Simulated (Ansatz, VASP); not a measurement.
# WSe2: VASP beside Ansatz

The input INCAR:

```
ALGO = Normal
EDIFF = 1E-6
ENCUT = 520
GGA = PE
ISIF = 2
ISMEAR = 0
LASPH = T
LCHARG = F
LREAL = F
LWAVE = F
NBANDS = 35
NELM = 100
PREC = Accurate
SIGMA = 0.05
```

KPOINTS

```
k-points
0
Gamma
  9 9 2
```

File POSCAR:

```
WSe2
1.0
   -3.3206937274      0.0000000000      0.0000000000
   -1.6603468637     -2.8758051261      0.0000000000
   -1.3282774910      0.0000000000     15.2573262715
W Se
2 4
Direct
    0.3113333333      0.3333333333      0.0550000000
    0.4446666667      0.6666666667      0.5550000000
    0.1553253639      0.3333333333      0.4450199235
    0.2886586973      0.6666666667      0.9450199235
    0.0673413027      0.3333333333      0.6649800765
    0.6006746361      0.6666666667      0.1649800765
```

Input for Ansatz:

```yaml
crystal:
  lattice:
    - [-3.3206937274, 0.0, 0.0]
    - [-1.6603468637, -2.8758051261, 0.0]
    - [-1.328277491, 0.0, 15.2573262715]
  atoms:
    - { symbol: W, position: [0.3113333333, 0.3333333333, 0.055] }
    - { symbol: W, position: [0.4446666667, 0.6666666667, 0.555] }
    - { symbol: Se, position: [0.1553253639, 0.3333333333, 0.4450199235] }
    - { symbol: Se, position: [0.2886586973, 0.6666666667, 0.9450199235] }
    - { symbol: Se, position: [0.0673413027, 0.3333333333, 0.6649800765] }
    - { symbol: Se, position: [0.6006746361, 0.6666666667, 0.1649800765] }
basis:
  ecutwfc: 420
kpoints:
  mp_grid: { grid: [9, 9, 2] }
hamiltonian:
  xc: pbe
scf:
  occupations: { method: gaussian, width: 0.05 }
output:
  forces: true
  stress: true
  eigenvalues: true
```

Alike in both runs: task single point; functional PBE; k mesh 9 × 9 × 2; occupations gaussian, width 0.05 eV; no spin polarisation.

|  | VASP | Ansatz |
| --- | --- | --- |
| version | VASP 6.6.1 | Ansatz 0.2.0 |
| potentials or method | VASP PAW PBE potentials, release 64 (W_sv, Se), cutoff 520 eV | scalar-relativistic, plane waves, PAW |
| valence electrons in the cell | 52 | 92 |

```csv
,VASP,Ansatz,Ansatz less VASP
gap on the k mesh at the Fermi level (eV),none,none,-
pressure (GPa),12.6,12.3,-0.30
"traceless stress, the component that is largest in VASP (GPa)",15.76,15.67,-0.088
rms of the force components (eV/Å),5.281,5.247,-0.0335
```

Atom by atom the forces differ by 0.039 eV/Å (rms over components). A gap of «none» marks a metal or a gap that the smearing closes. VASP's potentials hold 52 valence electrons a cell and Ansatz's 92, so a difference there can come from the potentials and not from the codes.

Spin-orbit coupling is off throughout.
